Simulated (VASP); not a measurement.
# CuI (F-43m) in VASP: a series of runs

Runs on CuI. Level: r2SCAN. Tasks: single point.

Everything below comes from runs of VASP 6.6.1. Logs are shortened: lines on timing, memory, paths and dates and some standing lists are left out, and cuts for length are marked.

### 1 The cell of the first run

The structure is cubic, space group F-43m (No. 216). The conventional cell has a = 5.901 Å, b = 5.901 Å, c = 5.901 Å, α = 90.00°, β = 90.00°, γ = 90.00°. Within 3.4 Å of Cu (site symmetry -43m) lie 4 I at 2.55 Å. I (site symmetry -43m) has 4 Cu at 2.55 Å within 3.4 Å.

### 2 Single point, r2SCAN (volume scaled by 0.94)

Contents of POSCAR:

```
CuI
1.0
    0.0000000000      2.9502529380      2.9502529380
    2.9502529380      0.0000000000      2.9502529380
    2.9502529380      2.9502529380      0.0000000000
Cu I
1 1
Direct
    0.2500000000      0.2500000000      0.2500000000
    0.0000000000      0.0000000000      0.0000000000
```

Contents of INCAR.step1:

```
SYSTEM = CuI
ALGO = Normal
EDIFF = 1E-4
ENCUT = 520
GGA = PE
ISMEAR = 0
LASPH = .True.
LCHARG = .False.
LREAL = .False.
LWAVE = .True.
NBANDS = 16
NELM = 100
PREC = Accurate
SIGMA = 0.02
```

Contents of INCAR.step2:

```
SYSTEM = CuI
ALGO = Normal
EDIFF = 1E-6
ENCUT = 520
ISIF = 2
ISMEAR = 0
ISTART = 1
LASPH = .True.
LCHARG = .False.
LMIXTAU = .True.
LREAL = .False.
LWAVE = .False.
METAGGA = R2SCAN
NBANDS = 16
NELM = 100
PREC = Accurate
SIGMA = 0.02
```

Contents of KPOINTS:

```
k-points
0
Gamma
  8 8 8
  0 0 0
```

Potentials or basis: VASP PAW PBE potentials, release 64 (Cu, I).

Started as:

```
cat potpaw_PBE.64/Cu/POTCAR potpaw_PBE.64/I/POTCAR > POTCAR
cp INCAR.step1 INCAR
mpirun -np 1 vasp_std > vasp.out
cp INCAR.step2 INCAR
mpirun -np 1 vasp_std > vasp.out
```

OUTCAR:

```text
SYSTEM = CuI
   EDIFF = 1E-6
   ENCUT = 520
   ISIF = 2
   ISMEAR = 0
   ISTART = 1
   LASPH = .True.
   LREAL = .False.
   METAGGA = R2SCAN
   NELM = 100
   PREC = Accurate

 ion  position               nearest neighbor table
   1  0.250  0.250  0.250-   2 2.55   2 2.55   2 2.55   2 2.55
   2  0.000  0.000  0.000-   1 2.55   1 2.55   1 2.55   1 2.55

  LATTYP: Found a face centered cubic cell.
 ALAT       =     5.9005058760

  Lattice vectors:

 A1 = (   0.0000000000,   2.9502529380,   2.9502529380)
 A2 = (   2.9502529380,   0.0000000000,   2.9502529380)
 A3 = (   2.9502529380,   2.9502529380,   0.0000000000)

Analysis of symmetry for initial positions (statically):
=====================================================================
 Subroutine PRICEL returns:
 Original cell was already a primitive cell.

 Routine SETGRP: Setting up the symmetry group for a
 face centered cubic supercell.

 Subroutine GETGRP returns: Found 24 space group operations
 (whereof 24 operations were pure point group operations)
 out of a pool of 48 trial point group operations.

The static configuration has the point symmetry T_d .

Analysis of symmetry for dynamics (positions and initial velocities):
=====================================================================
 Subroutine PRICEL returns:
 Original cell was already a primitive cell.

 Routine SETGRP: Setting up the symmetry group for a
 face centered cubic supercell.

 Subroutine GETGRP returns: Found 24 space group operations
 (whereof 24 operations were pure point group operations)
 out of a pool of 48 trial point group operations.

The dynamic configuration has the point symmetry T_d .

 Subroutine INISYM returns: Found 24 space group operations
 (whereof 24 operations are pure point group operations),
 and found     1 'primitive' translations

----------------------------------------------------------------------------------------

                                     Primitive cell

  volume of cell :      51.3580

  direct lattice vectors                    reciprocal lattice vectors
     0.000000000  2.950252938  2.950252938    -0.169476994  0.169476994  0.169476994
     2.950252938  0.000000000  2.950252938     0.169476994 -0.169476994  0.169476994
     2.950252938  2.950252938  0.000000000     0.169476994  0.169476994 -0.169476994

  length of vectors
     4.172287717  4.172287717  4.172287717     0.293542765  0.293542765  0.293542765

  position of ions in fractional coordinates (direct lattice)
     0.250000000  0.250000000  0.250000000
     0.000000000  0.000000000  0.000000000

  ion indices of the primitive-cell ions
   primitive index   ion index
                 1           1
                 2           2

----------------------------------------------------------------------------------------

 KPOINTS: k-points

Automatic generation of k-mesh.
 Grid dimensions read from file:
 generate k-points for:    8    8    8

 Generating k-lattice:

  Cartesian coordinates                     Fractional coordinates (reciprocal lattice)
    -0.021184624  0.021184624  0.021184624     0.125000000  0.000000000  0.000000000
     0.021184624 -0.021184624  0.021184624     0.000000000  0.125000000  0.000000000
     0.021184624  0.021184624 -0.021184624     0.000000000  0.000000000  0.125000000

  Length of vectors
     0.036692846  0.036692846  0.036692846

  Shift w.r.t. Gamma in fractional coordinates (k-lattice)
     0.000000000  0.000000000  0.000000000

 Subroutine IBZKPT returns following result:
 ===========================================

 Found     29 irreducible k-points:

 Following reciprocal coordinates:
            Coordinates               Weight
  0.000000  0.000000  0.000000      1.000000
  0.125000  0.000000  0.000000      8.000000
  0.250000  0.000000  0.000000      8.000000
  0.375000  0.000000  0.000000      8.000000
  0.500000  0.000000  0.000000      4.000000
  0.125000  0.125000  0.000000      6.000000
[... 16 lines left out ...]
  0.500000  0.250000  0.125000     48.000000
 -0.375000  0.250000  0.125000     24.000000
 [... further k-points ...]
   k-points           NKPTS =     29   k-points in BZ     NKDIM =     29   number of bands    NBANDS=     16
   number of dos      NEDOS =    301   number of ions     NIONS =      2
   total plane-waves  NPLWV =  32768
   dimension x,y,z NGX =    32 NGY =   32 NGZ =   32
   dimension x,y,z NGXF=    64 NGYF=   64 NGZF=   64
   ions per type =               1   1
   NGX,Y,Z   is equivalent  to a cutoff of  12.75, 12.75, 12.75 a.u.
   NGXF,Y,Z  is equivalent  to a cutoff of  25.50, 25.50, 25.50 a.u.
 SYSTEM =  CuI
   PREC   = accura    normal or accurate (medium, high low for compatibility)
   ISTART =      1    job   : 0-new  1-cont  2-samecut
   ICHARG =      0    charge: 1-file 2-atom 10-const
   ISPIN  =      1    spin polarized calculation?
   LNONCOLLINEAR =      F non collinear calculations
   LSORBIT =      F    spin-orbit coupling
   LASPH  =      T    aspherical Exc in radial PAW
   ENCUT  =  520.0 eV  38.22 Ry    6.18 a.u.   7.76  7.76  7.76*2*pi/ulx,y,z
   NELM   =    100;   NELMIN=  2; NELMDL=  0     # of ELM steps
   EDIFF  = 0.1E-05   stopping-criterion for ELM
   LREAL  =      F    real-space projection
   EDIFFG = 0.1E-04   stopping-criterion for IOM
   NSW    =      0    number of steps for IOM
   IBRION =     -1    ionic relax: 0-MD 1-quasi-New 2-CG
   NFREE  =      0    steps in history (QN), initial steepest desc. (CG)
   ISIF   =      2    stress and relaxation
   ISYM   =      2    0-nonsym 1-usesym 2-fastsym
   POTIM  = 0.5000    time-step for ionic-motion
   TEBEG  =    0.0;   TEEND  =   0.0 temperature during run
   PSTRESS=    0.0 pullay stress
   NELECT =      18.0000    total number of electrons
   NUPDOWN=      -1.0000    fix difference up-down
   EMIN   =  10.00;   EMAX   =-10.00  energy-range for DOS
   EFERMI =   0.00;   METHOD = LEGACY
   ISMEAR =     0;   SIGMA  =   0.02  broadening in eV -4-tet -1-fermi 0-gaus
   EFERMI_NEDOS =   21; number of points for ismear=-14 and -15
   IALGO  =     38    algorithm
   IMIX   =      4    mixing-type and parameters
     AMIX     =   0.40;   BMIX     =  1.00
     AMIX_MAG =   1.60;   BMIX_MAG =  1.00
  volume/ion in A,a.u.               =      25.68       173.29
  Fermi-wavevector in a.u.,A,eV,Ry     =   1.154241  2.181199 18.126658  1.332272
  Thomas-Fermi vector in A             =   2.290879
   LORBIT       =      0    0 simple, 1 ext, 2 COOP (PROOUT), +10 PAW based schemes
   METAGGA = R2SCAN    functional components
   LHFCALC =     F    Hartree Fock is set to
   AEXX    =    0.0000 exact exchange contribution
   IVDW    =     0    specifies the selected vdW correction
   LEPSILON=     F    determine dielectric tensor
   LRPA    =     F    only Hartree local field effects (RPA)
 non-spin polarized calculation
 Gauss-broadening in eV      SIGMA  =   0.02
  energy-cutoff  :      520.00
  volume of cell :       51.36
 maximum number of plane-waves:      1411
   NGX = 15   NGY = 15   NGZ = 15

 number of electron      17.9999987 magnetization

 Free energy of the ion-electron system (eV)
  ---------------------------------------------------
  ext. energy  EPLUGINS =         0.00000000
  ---------------------------------------------------
  free energy    TOTEN  =       -35.76498576 eV

  energy without entropy =      -35.76498576  energy(sigma->0) =      -35.76498576

 E-fermi :   5.2984     XC(G=0):  -9.8575

 val. band max:        5.1832118516   @ k =   0.0000   0.0000   0.0000
 cond. band min:       7.0516919213   @ k =   0.0000   0.0000   0.0000
 fundamental gap:      1.8684800697
 Fermi energy:         5.2983837700

 k-point     1 :       0.0000    0.0000    0.0000
  band No.  band energies     occupation
      1      -9.8129      2.00000
      2       0.9861      2.00000
      3       0.9862      2.00000
      4       0.9862      2.00000
      5       2.9791      2.00000
      6       2.9791      2.00000
[... 8 lines left out ...]
     15      15.3294      0.00000
     16      15.3294      0.00000

 k-point     2 :       0.1250    0.0000    0.0000
  band No.  band energies     occupation
      1      -9.7213      2.00000
      2       0.6842      2.00000
      3       0.9947      2.00000
      4       0.9948      2.00000
      5       2.9715      2.00000
      6       2.9715      2.00000
[... 8 lines left out ...]
     15      14.5777      0.00000
     16      14.7615      0.00000

 k-point     3 :       0.2500    0.0000    0.0000
  band No.  band energies     occupation
      1      -9.4841      2.00000
      2      -0.0671      2.00000
      3       1.0118      2.00000
      4       1.0119      2.00000
      5       2.9672      2.00000
      6       2.9673      2.00000
[... 8 lines left out ...]
     15      14.3760      0.00000
     16      14.5781      0.00000

 k-point     4 :       0.3750    0.0000    0.0000
  band No.  band energies     occupation
      1      -9.2190      2.00000
      2      -0.8304      2.00000
      3       1.0230      2.00000
      4       1.0231      2.00000
      5       2.9900      2.00000
      6       2.9901      2.00000
[... 8 lines left out ...]
     15      15.4389      0.00000
     16      15.4389      0.00000

 k-point     5 :       0.5000    0.0000    0.0000
  band No.  band energies     occupation
      1      -9.0989      2.00000
      2      -1.1485      2.00000
      3       1.0257      2.00000
      4       1.0258      2.00000
      5       3.0106      2.00000
      6       3.0107      2.00000
[... 8 lines left out ...]
     15      16.8183      0.00000
     16      16.8183      0.00000

 k-point     6 :       0.1250    0.1250    0.0000
  band No.  band energies     occupation
      1      -9.6907      2.00000
      2       0.6510      2.00000
      3       0.9707      2.00000
      4       0.9708      2.00000
      5       2.9407      2.00000
      6       2.9942      2.00000
[... 8 lines left out ...]
     15      15.2544      0.00000
     16      15.4945      0.00000

 k-point     7 :       0.2500    0.1250    0.0000
  band No.  band energies     occupation
      1      -9.5012      2.00000
      2       0.1181      2.00000
      3       0.9568      2.00000
      4       0.9670      2.00000
      5       2.9136      2.00000
      6       3.0049      2.00000
[... 8 lines left out ...]
     15      15.3412      0.00000
     16      15.9351      0.00000

 k-point     8 :       0.3750    0.1250    0.0000
  band No.  band energies     occupation
      1      -9.2414      2.00000
      2      -0.5772      2.00000
      3       0.8916      2.00000
      4       0.9812      2.00000
      5       2.9287      2.00000
      6       3.0182      2.00000
[... 8 lines left out ...]
     15      15.5991      0.00000
     16      16.0754      0.00000

 k-point     9 :       0.5000    0.1250    0.0000
  band No.  band energies     occupation
      1      -9.0664      2.00000
      2      -1.0086      2.00000
      3       0.8030      2.00000
      4       1.0076      2.00000
      5       2.9566      2.00000
      6       3.0141      2.00000
[... 8 lines left out ...]
     15      16.5585      0.00000
     16      16.8372      0.00000
[... 172 lines left out ...]
 k-point    19 :       0.5000    0.3750    0.0000
  band No.  band energies     occupation
      1      -8.8930      2.00000
      2      -0.9560      2.00000
      3       0.6659      2.00000
      4       0.9142      2.00000
      5       2.8745      2.00000
      6       3.0563      2.00000
[... 8 lines left out ...]
     15      17.1844      0.00000
     16      18.4521      0.00000

 k-point    20 :      -0.3750    0.3750    0.0000
  band No.  band energies     occupation
      1      -8.8714      2.00000
      2      -0.7496      2.00000
      3       0.1416      2.00000
      4       0.9579      2.00000
      5       2.8131      2.00000
      6       3.0051      2.00000
[... 8 lines left out ...]
     15      15.8226      0.00000
     16      19.7192      0.00000

 k-point    21 :       0.5000    0.5000    0.0000
  band No.  band energies     occupation
      1      -8.8532      2.00000
      2      -1.1128      2.00000
      3       0.8937      2.00000
      4       0.8937      2.00000
      5       2.9262      2.00000
      6       3.0724      2.00000
[... 8 lines left out ...]
     15      17.1368      0.00000
     16      18.0670      0.00000

 k-point    22 :       0.3750    0.2500    0.1250
  band No.  band energies     occupation
      1      -9.2983      2.00000
      2      -0.2768      2.00000
      3       0.7566      2.00000
      4       1.0007      2.00000
      5       2.8939      2.00000
      6       3.0227      2.00000
[... 8 lines left out ...]
     15      16.2163      0.00000
     16      17.3555      0.00000

 k-point    23 :       0.5000    0.2500    0.1250
  band No.  band energies     occupation
      1      -9.0764      2.00000
      2      -0.6666      2.00000
      3       0.5091      2.00000
      4       0.9896      2.00000
      5       2.9200      2.00000
      6       2.9933      2.00000
[... 8 lines left out ...]
     15      16.6402      0.00000
     16      17.4292      0.00000

 k-point    24 :      -0.3750    0.2500    0.1250
  band No.  band energies     occupation
      1      -8.9778      2.00000
      2      -0.8396      2.00000
      3       0.4026      2.00000
      4       0.9766      2.00000
      5       2.8933      2.00000
      6       2.9890      2.00000
[... 8 lines left out ...]
     15      16.6032      0.00000
     16      17.3968      0.00000

 [... further k-points ...]
[... 5 lines left out ...]
  --------------------------------------------------------------------------------------
  -------------------------------------------------------------------------------------
  Total        0.9957736      0.9957736      0.9957736      0.0000000     -0.0000000      0.0000000
  in kB       31.0644350     31.0644350     31.0644350      0.0000000     -0.0000000      0.0000000
  external PRESSURE =      31.0644350 kB  Pullay stress =       0.0000000 kB

 VOLUME and BASIS-vectors are now :
 -----------------------------------------------------------------------------
  energy-cutoff  :      520.00
  volume of cell :       51.36
      direct lattice vectors                 reciprocal lattice vectors
     0.000000000  2.950252938  2.950252938    -0.169476994  0.169476994  0.169476994
     2.950252938  0.000000000  2.950252938     0.169476994 -0.169476994  0.169476994
     2.950252938  2.950252938  0.000000000     0.169476994  0.169476994 -0.169476994

 POSITION                                       TOTAL-FORCE (eV/Angst)
 -----------------------------------------------------------------------------------
      1.47513      1.47513      1.47513        -0.000000     -0.000000     -0.000000
      0.00000      0.00000      0.00000         0.000000      0.000000      0.000000
 -----------------------------------------------------------------------------------
    total drift:                               -0.000017     -0.000017     -0.000017

  FREE ENERGIE OF THE ION-ELECTRON SYSTEM (eV)
  ---------------------------------------------------
  free  energy   TOTEN  =       -35.7649857577 eV

  energy  without entropy=      -35.7649857577  energy(sigma->0) =      -35.76498576
```

Wall time 48 s (1 thread of Intel Xeon Platinum 8488C (Sapphire Rapids), shared host); peak memory 0.19 GiB.

What came out:

| Property | Result |
| --- | --- |
| Free energy | -35.7650 eV |
| Pressure | 3.1 GPa |
| Band gap on the k mesh | 1.87 eV, direct |

Caveat: the PAW data sets were made with another functional, which shifts forces and pressure a little; spin-orbit coupling is left out, which moves the levels of the heavy elements.

### 3 Single point, r2SCAN (volume scaled by 0.97)

Contents of POSCAR:

```
CuI
1.0
    0.0000000000      2.9813105144      2.9813105144
    2.9813105144      0.0000000000      2.9813105144
    2.9813105144      2.9813105144      0.0000000000
Cu I
1 1
Direct
    0.2500000000      0.2500000000      0.2500000000
    0.0000000000      0.0000000000      0.0000000000
```

Contents of INCAR.step1:

```
SYSTEM = CuI
PREC     = Accurate       ! precision mode
ENCUT    = 520            ! plane-wave cutoff, eV
ISMEAR   = 0              ! smearing method
SIGMA    = 0.02           ! smearing width, eV
LREAL    = .False.        ! projectors in reciprocal space
LASPH    = .True.         ! aspherical terms in the spheres
NELM     = 80             ! most SCF steps
NBANDS   = 16             ! bands
GGA      = PE             ! functional
ALGO     = Normal         ! electronic algorithm
EDIFF    = 1E-4           ! SCF threshold, eV
LWAVE    = .True.         ! write WAVECAR
LCHARG   = .False.        ! write CHGCAR
```

Contents of INCAR.step2:

```
SYSTEM = CuI
PREC     = Accurate       ! precision mode
ENCUT    = 520            ! plane-wave cutoff, eV
EDIFF    = 1E-7           ! SCF threshold, eV
ISMEAR   = 0              ! smearing method
SIGMA    = 0.02           ! smearing width, eV
LREAL    = .False.        ! projectors in reciprocal space
LASPH    = .True.         ! aspherical terms in the spheres
NELM     = 80             ! most SCF steps
ALGO     = Normal         ! electronic algorithm
ISIF     = 2              ! what is computed and relaxed
LWAVE    = .False.        ! write WAVECAR
LCHARG   = .False.        ! write CHGCAR
METAGGA  = R2SCAN         ! meta-GGA
LMIXTAU  = .True.       
NBANDS   = 16             ! bands
ISTART   = 1
```

Contents of KPOINTS:

```
regular mesh
0
Gamma
  8 8 8
  0 0 0
```

Potentials or basis: VASP PAW PBE potentials, release 64 (Cu, I).

Started as:

```
cat potpaw_PBE.64/Cu/POTCAR potpaw_PBE.64/I/POTCAR > POTCAR
cp INCAR.step1 INCAR
mpirun -np 1 vasp_std > vasp.out
cp INCAR.step2 INCAR
mpirun -np 1 vasp_std > vasp.out
```

Run time: 63 s. Hardware: 1 thread of Intel Xeon Platinum 8488C (Sapphire Rapids), shared host; peak memory 0.19 GiB.

Results (log left out):

* Free energy: -35.7883 eV
* Pressure: 1.4 GPa
* Band gap on the k mesh: 1.77 eV, direct

Levels at points of the mesh, in eV from the valence-band top:
```tsv
k point	band 6	band 7	band 8	band 9	band 10	band 11	band 12	band 13
(0.00, 0.00, 0.00)	-2.05	0.00	0.00	0.00	1.77	5.18	5.18	5.18
(0.50, 0.00, 0.00)	-2.02	-1.98	-0.80	-0.80	2.59	5.71	5.71	7.81
(0.50, 0.50, 0.00)	-1.97	-1.96	-1.68	-1.68	2.84	3.15	10.18	10.68
```

Caveat: the PAW data sets were made with another functional, which shifts forces and pressure a little; spin-orbit coupling is left out, which moves the levels of the heavy elements.
